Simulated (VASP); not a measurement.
# Cu3Te (P4/mmm) in VASP: notebook

Cu3Te is run at these levels: r2SCAN; tasks: single point.

All numbers are computed with VASP 6.6.1; they aren't measurements. Logs are shortened: lines on timing, memory, paths and dates and some standing lists are left out, and cuts for length are marked.

**1. The cell of the first run**

Symmetry: P4/mmm, No. 123, tetragonal system. Conventional cell: a = 3.894 Å, b = 3.894 Å, c = 3.947 Å, α = 90.00°, β = 90.00°, γ = 90.00°. Cu (site symmetry mmm) has 8 Cu at 2.75 to 2.77 Å and 4 Te at 2.77 Å within 3.6 Å. Cu (site symmetry 4/mmm) has 4 Te at 2.75 Å and 8 Cu at 2.77 Å within 3.6 Å. Within 3.6 Å of Te (site symmetry 4/mmm) lie 12 Cu at 2.75 to 2.77 Å.

**2. Single point, r2SCAN**

POSCAR reads:

```
Cu3Te
1.0
    3.8940398400      0.0000000000      0.0000000000
    0.0000000000      3.8940398400      0.0000000000
    0.0000000000      0.0000000000      3.9466620000
Cu Te
3 1
Direct
    0.0000000000      0.5000000000      0.5000000000
    0.5000000000      0.0000000000      0.5000000000
    0.5000000000      0.5000000000      0.0000000000
    0.0000000000      0.0000000000      0.0000000000
```

INCAR.step1 reads:

```
SYSTEM = Cu3Te
PREC = Accurate
ENCUT = 520
ISMEAR = -1
SIGMA = 0.1
LREAL = .FALSE.
LASPH = .TRUE.
NELM = 80
NBANDS = 28
GGA = PE
ALGO = Normal
EDIFF = 1E-4
LWAVE = .TRUE.
LCHARG = .FALSE.
```

INCAR.step2 reads:

```
SYSTEM = Cu3Te
PREC = Accurate
ENCUT = 520
EDIFF = 1E-7
ISMEAR = -1
SIGMA = 0.1
LREAL = .FALSE.
LASPH = .TRUE.
NELM = 80
ALGO = Normal
ISIF = 2
LWAVE = .FALSE.
LCHARG = .FALSE.
METAGGA = R2SCAN
LMIXTAU = .TRUE.
NBANDS = 28
ISTART = 1
```

KPOINTS reads:

```
Automatic mesh
0
G
  6 6 6
  0 0 0
```

Potentials or basis: VASP PAW PBE potentials, release 64 (Cu, Te).

Launch:

```console
$ cat potpaw_PBE.64/Cu/POTCAR potpaw_PBE.64/Te/POTCAR > POTCAR
$ cp INCAR.step1 INCAR
$ mpirun -np 1 vasp_std > vasp.out
$ cp INCAR.step2 INCAR
$ mpirun -np 1 vasp_std > vasp.out
```

OUTCAR:

```text
SYSTEM = Cu3Te
   PREC = Accurate
   ENCUT = 520
   EDIFF = 1E-7
   ISMEAR = -1
   LREAL = .FALSE.
   LASPH = .TRUE.
   NELM = 80
   ISIF = 2
   METAGGA = R2SCAN
   ISTART = 1

 ion  position               nearest neighbor table
   1  0.000  0.500  0.500-   2 2.75   2 2.75   2 2.75   2 2.75   4 2.77   3 2.77   4 2.77   4 2.77
                             4 2.77   3 2.77   3 2.77   3 2.77
   2  0.500  0.000  0.500-   1 2.75   1 2.75   1 2.75   1 2.75   4 2.77   3 2.77   3 2.77   3 2.77
                             4 2.77   4 2.77   4 2.77   3 2.77
   3  0.500  0.500  0.000-   4 2.75   4 2.75   4 2.75   4 2.75   2 2.77   2 2.77   2 2.77   2 2.77
                             1 2.77   1 2.77   1 2.77   1 2.77
   4  0.000  0.000  0.000-   3 2.75   3 2.75   3 2.75   3 2.75   2 2.77   1 2.77   2 2.77   1 2.77
                             2 2.77   1 2.77   2 2.77   1 2.77

  LATTYP: Found a simple tetragonal cell.
 ALAT       =     3.8940398400
 C/A-ratio  =     1.0135135135

  Lattice vectors:

 A1 = (   3.8940398400,   0.0000000000,   0.0000000000)
 A2 = (   0.0000000000,   3.8940398400,   0.0000000000)
 A3 = (   0.0000000000,   0.0000000000,   3.9466620000)

Analysis of symmetry for initial positions (statically):
=====================================================================
 Subroutine PRICEL returns:
 Original cell was already a primitive cell.

 Routine SETGRP: Setting up the symmetry group for a
 simple tetragonal supercell.

 Subroutine GETGRP returns: Found 16 space group operations
 (whereof 16 operations were pure point group operations)
 out of a pool of 16 trial point group operations.

The static configuration has the point symmetry D_4h.

Analysis of symmetry for dynamics (positions and initial velocities):
=====================================================================
 Subroutine PRICEL returns:
 Original cell was already a primitive cell.

 Routine SETGRP: Setting up the symmetry group for a
 simple tetragonal supercell.

 Subroutine GETGRP returns: Found 16 space group operations
 (whereof 16 operations were pure point group operations)
 out of a pool of 16 trial point group operations.

The dynamic configuration has the point symmetry D_4h.

 Subroutine INISYM returns: Found 16 space group operations
 (whereof 16 operations are pure point group operations),
 and found     1 'primitive' translations

----------------------------------------------------------------------------------------

                                     Primitive cell

  volume of cell :      59.8454

  direct lattice vectors                    reciprocal lattice vectors
     3.894039840  0.000000000  0.000000000     0.256802714  0.000000000  0.000000000
     0.000000000  3.894039840  0.000000000     0.000000000  0.256802714  0.000000000
     0.000000000  0.000000000  3.946662000     0.000000000  0.000000000  0.253378678

  length of vectors
     3.894039840  3.894039840  3.946662000     0.256802714  0.256802714  0.253378678

  position of ions in fractional coordinates (direct lattice)
     0.000000000  0.500000000  0.500000000
     0.500000000  0.000000000  0.500000000
     0.500000000  0.500000000  0.000000000
     0.000000000  0.000000000  0.000000000

  ion indices of the primitive-cell ions
   primitive index   ion index
                 1           1
                 2           2
                 3           3
                 4           4

----------------------------------------------------------------------------------------

 KPOINTS: Automatic mesh

Automatic generation of k-mesh.
 Grid dimensions read from file:
 generate k-points for:    6    6    6

 Generating k-lattice:

  Cartesian coordinates                     Fractional coordinates (reciprocal lattice)
     0.042800452  0.000000000  0.000000000     0.166666667  0.000000000  0.000000000
     0.000000000  0.042800452  0.000000000     0.000000000  0.166666667  0.000000000
     0.000000000  0.000000000  0.042229780     0.000000000  0.000000000  0.166666667

  Length of vectors
     0.042800452  0.042800452  0.042229780

  Shift w.r.t. Gamma in fractional coordinates (k-lattice)
     0.000000000  0.000000000  0.000000000

 Subroutine IBZKPT returns following result:
 ===========================================

 Found     40 irreducible k-points:

 Following reciprocal coordinates:
            Coordinates               Weight
  0.000000  0.000000  0.000000      1.000000
  0.166667  0.000000  0.000000      4.000000
  0.333333  0.000000  0.000000      4.000000
  0.500000  0.000000  0.000000      2.000000
  0.166667  0.166667  0.000000      4.000000
  0.333333  0.166667  0.000000      8.000000
[... 16 lines left out ...]
  0.333333  0.000000  0.333333      8.000000
  0.500000  0.000000  0.333333      4.000000
 [... further k-points ...]
   k-points           NKPTS =     40   k-points in BZ     NKDIM =     40   number of bands    NBANDS=     28
   number of dos      NEDOS =    301   number of ions     NIONS =      4
   total plane-waves  NPLWV =  27000
   dimension x,y,z NGX =    30 NGY =   30 NGZ =   30
   dimension x,y,z NGXF=    60 NGYF=   60 NGZF=   60
   ions per type =               3   1
   NGX,Y,Z   is equivalent  to a cutoff of  12.81, 12.81, 12.64 a.u.
   NGXF,Y,Z  is equivalent  to a cutoff of  25.62, 25.62, 25.27 a.u.
 SYSTEM =  Cu3Te
   PREC   = accura    normal or accurate (medium, high low for compatibility)
   ISTART =      1    job   : 0-new  1-cont  2-samecut
   ICHARG =      0    charge: 1-file 2-atom 10-const
   ISPIN  =      1    spin polarized calculation?
   LNONCOLLINEAR =      F non collinear calculations
   LSORBIT =      F    spin-orbit coupling
   LASPH  =      T    aspherical Exc in radial PAW
   ENCUT  =  520.0 eV  38.22 Ry    6.18 a.u.   7.24  7.24  7.34*2*pi/ulx,y,z
   NELM   =     80;   NELMIN=  2; NELMDL=  0     # of ELM steps
   EDIFF  = 0.1E-06   stopping-criterion for ELM
   LREAL  =      F    real-space projection
   EDIFFG = 0.1E-05   stopping-criterion for IOM
   NSW    =      0    number of steps for IOM
   IBRION =     -1    ionic relax: 0-MD 1-quasi-New 2-CG
   NFREE  =      0    steps in history (QN), initial steepest desc. (CG)
   ISIF   =      2    stress and relaxation
   ISYM   =      2    0-nonsym 1-usesym 2-fastsym
   POTIM  = 0.5000    time-step for ionic-motion
   TEBEG  =    0.0;   TEEND  =   0.0 temperature during run
   PSTRESS=    0.0 pullay stress
   NELECT =      39.0000    total number of electrons
   NUPDOWN=      -1.0000    fix difference up-down
   EMIN   =  10.00;   EMAX   =-10.00  energy-range for DOS
   EFERMI =   0.00;   METHOD = LEGACY
   ISMEAR =    -1;   SIGMA  =   0.10  broadening in eV -4-tet -1-fermi 0-gaus
   EFERMI_NEDOS =   21; number of points for ismear=-14 and -15
   IALGO  =     38    algorithm
   IMIX   =      4    mixing-type and parameters
     AMIX     =   0.40;   BMIX     =  1.00
     AMIX_MAG =   1.60;   BMIX_MAG =  1.00
  volume/ion in A,a.u.               =      14.96       100.96
  Fermi-wavevector in a.u.,A,eV,Ry     =   1.419339  2.682162 27.409251  2.014523
  Thomas-Fermi vector in A             =   2.540370
   LORBIT       =      0    0 simple, 1 ext, 2 COOP (PROOUT), +10 PAW based schemes
   METAGGA = R2SCAN    functional components
   LHFCALC =     F    Hartree Fock is set to
   AEXX    =    0.0000 exact exchange contribution
   IVDW    =     0    specifies the selected vdW correction
   LEPSILON=     F    determine dielectric tensor
   LRPA    =     F    only Hartree local field effects (RPA)
 non-spin polarized calculation
  energy-cutoff  :      520.00
  volume of cell :       59.85
 maximum number of plane-waves:      1636
 NGX is ok and might be reduce to    30
   NGX = 15   NGY = 15   NGZ = 15

 number of electron      39.0000029 magnetization

 Free energy of the ion-electron system (eV)
  ---------------------------------------------------
  ext. energy  EPLUGINS =         0.00000000
  ---------------------------------------------------
  free energy    TOTEN  =       -57.20993444 eV

  energy without entropy =      -57.18754774  energy(sigma->0) =      -57.19874109

 E-fermi :   9.2635     XC(G=0): -12.7254

 val. band max:        9.2587021113   @ k =   0.1667   0.1667   0.5000
 cond. band min:       9.4201977080   @ k =   0.3333   0.0000   0.0000
 fundamental gap:      0.1614955967
 Fermi energy:         9.2634698402

 k-point     1 :       0.0000    0.0000    0.0000
  band No.  band energies     occupation
      1      -5.5904      2.00000
      2       3.7493      2.00000
      3       4.6183      2.00000
      4       4.6344      2.00000
      5       4.9006      2.00000
      6       4.9006      2.00000
[... 20 lines left out ...]
     27      18.3160      0.00000
     28      18.3160      0.00000

 k-point     2 :       0.1667    0.0000    0.0000
  band No.  band energies     occupation
      1      -5.3886      2.00000
      2       2.9519      2.00000
      3       4.1465      2.00000
      4       4.4757      2.00000
      5       4.5464      2.00000
      6       4.7643      2.00000
[... 20 lines left out ...]
     27      17.6734      0.00000
     28      17.6878      0.00000

 k-point     3 :       0.3333    0.0000    0.0000
  band No.  band energies     occupation
      1      -4.8955      2.00000
      2       1.1348      2.00000
      3       4.0924      2.00000
      4       4.1593      2.00000
      5       4.4384      2.00000
      6       5.0671      2.00000
[... 20 lines left out ...]
     27      18.4381      0.00000
     28      18.4427      0.00000

 k-point     4 :       0.5000    0.0000    0.0000
  band No.  band energies     occupation
      1      -4.5745      2.00000
      2       0.3131      2.00000
      3       3.9586      2.00000
      4       4.0215      2.00000
      5       4.6492      2.00000
      6       5.1433      2.00000
[... 578 lines left out ...]
     27      17.4120      0.00000
     28      17.9076      0.00000

 k-point    23 :       0.3333    0.0000    0.3333
  band No.  band energies     occupation
      1      -4.3314      2.00000
      2       1.6238      2.00000
      3       2.0352      2.00000
      4       3.9570      2.00000
      5       4.7527      2.00000
      6       5.1501      2.00000
[... 20 lines left out ...]
     27      17.8184      0.00000
     28      18.7145      0.00000

 k-point    24 :       0.5000    0.0000    0.3333
  band No.  band energies     occupation
      1      -4.0661      2.00000
      2       1.1225      2.00000
      3       2.1621      2.00000
      4       3.8950      2.00000
      5       4.7963      2.00000
      6       5.2427      2.00000
[... 20 lines left out ...]
     27      17.7925      0.00000
     28      17.9538      0.00000

 [... further k-points ...]

------------------------ aborting loop because EDIFF is reached ----------------------------------------

  FORCE on cell =-STRESS in cart. coord.  units (eV):
  Direction    XX          YY          ZZ          XY          YZ          ZX
  --------------------------------------------------------------------------------------
  -------------------------------------------------------------------------------------
  Total        0.3540356      0.3540356     -0.0787532      0.0000000      0.0000000      0.0000000
  in kB        9.4782200      9.4782200     -2.1083772      0.0000000      0.0000000      0.0000000
  external PRESSURE =       5.6160209 kB  Pullay stress =       0.0000000 kB

 VOLUME and BASIS-vectors are now :
 -----------------------------------------------------------------------------
  energy-cutoff  :      520.00
  volume of cell :       59.85
      direct lattice vectors                 reciprocal lattice vectors
     3.894039840  0.000000000  0.000000000     0.256802714  0.000000000  0.000000000
     0.000000000  3.894039840  0.000000000     0.000000000  0.256802714  0.000000000
     0.000000000  0.000000000  3.946662000     0.000000000  0.000000000  0.253378678

 POSITION                                       TOTAL-FORCE (eV/Angst)
 -----------------------------------------------------------------------------------
      0.00000      1.94702      1.97333         0.000000      0.000000      0.000000
      1.94702      0.00000      1.97333         0.000000      0.000000      0.000000
      1.94702      1.94702      0.00000         0.000000      0.000000      0.000000
      0.00000      0.00000      0.00000         0.000000      0.000000      0.000000
 -----------------------------------------------------------------------------------
    total drift:                                0.000000      0.000000     -0.000000

  FREE ENERGIE OF THE ION-ELECTRON SYSTEM (eV)
  ---------------------------------------------------
  free  energy   TOTEN  =       -57.2099344396 eV

  energy  without entropy=      -57.1875477443  energy(sigma->0) =      -57.19874109
```

Run time: 3 min. Hardware: 1 thread of Intel Xeon Platinum 8488C (Sapphire Rapids), shared host; peak memory 0.2 GiB.

Results:

- Free energy: -57.2099 eV
- Pressure: 0.6 GPa

Stress tensor (GPa, compression positive):
```
 0.95  0.00  0.00
 0.00  0.95  0.00
 0.00  0.00 -0.21
```

Caveat: the PAW data sets were made with another functional, which shifts forces and pressure a little; spin-orbit coupling is left out, which moves the levels of the heavy elements.

(Continued in part 2 of 2.)
